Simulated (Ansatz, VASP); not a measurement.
Sb in VASP and in Ansatz

Contents of INCAR:

```
PREC = Accurate
ENCUT = 500
EDIFF = 1E-6
ISMEAR = -1
SIGMA = 0.1
LREAL = False
LASPH = True
NELM = 120
ALGO = Normal
ISIF = 2
LWAVE = False
LCHARG = False
GGA = PS
NBANDS = 12
GGA_COMPAT = False
```

KPOINTS

```
regular mesh
0
Gamma
  10 10 10
```

File POSCAR:

```
Sb
1.0
    0.0000000000      3.3760385711      3.3760385711
    3.3760385711      0.0000000000      3.3760385711
    3.3760385711      3.3760385711      0.0000000000
Sb
2
Direct
   -0.1250000000     -0.1250000000     -0.1250000000
    0.1250000000      0.1250000000      0.1250000000
```

Input for Ansatz:

```yaml
crystal:
  lattice:
    - [0.0, 3.3760385711, 3.3760385711]
    - [3.3760385711, 0.0, 3.3760385711]
    - [3.3760385711, 3.3760385711, 0.0]
  atoms:
    - { symbol: Sb, position: [-0.125, -0.125, -0.125] }
    - { symbol: Sb, position: [0.125, 0.125, 0.125] }
kpoints:
  mp_grid: { grid: [10, 10, 10] }
scf:
  occupations: { method: fermi_dirac, width: 0.1 }
hamiltonian:
  xc: pbesol
  pseudopotentials: { kind: paw }
output:
  forces: true
  stress: true
  eigenvalues: true
  populations: true
```

Change from the starting cell: volume scaled by 0.95, PAW files.

Alike in both runs: task single point; functional PBEsol; k mesh 10 × 10 × 10; occupations fermi-dirac, width 0.1 eV; no spin polarisation.

|  | VASP | Ansatz |
| --- | --- | --- |
| version | VASP 6.6.1 | Ansatz 0.2.0 |
| potentials or method | VASP PAW PBE potentials, release 64 (Sb) | PAW with Ansatz's default frozen-core files, scalar-relativistic |
| plane-wave cutoff (eV) | 500 | 420 |
| valence electrons in the cell | 10 | 30 |

VASP gave:

```
pressure (GPa) : 2.2
```

Problem. What did Ansatz give for the same quantities?

Solution. Pressure (GPa): 2.0.

VASP's potentials were made for PBE, not for PBEsol. VASP's potentials hold 10 valence electrons a cell and Ansatz's 30, so a difference there can come from the potentials and not from the codes.

Spin-orbit coupling is off throughout.
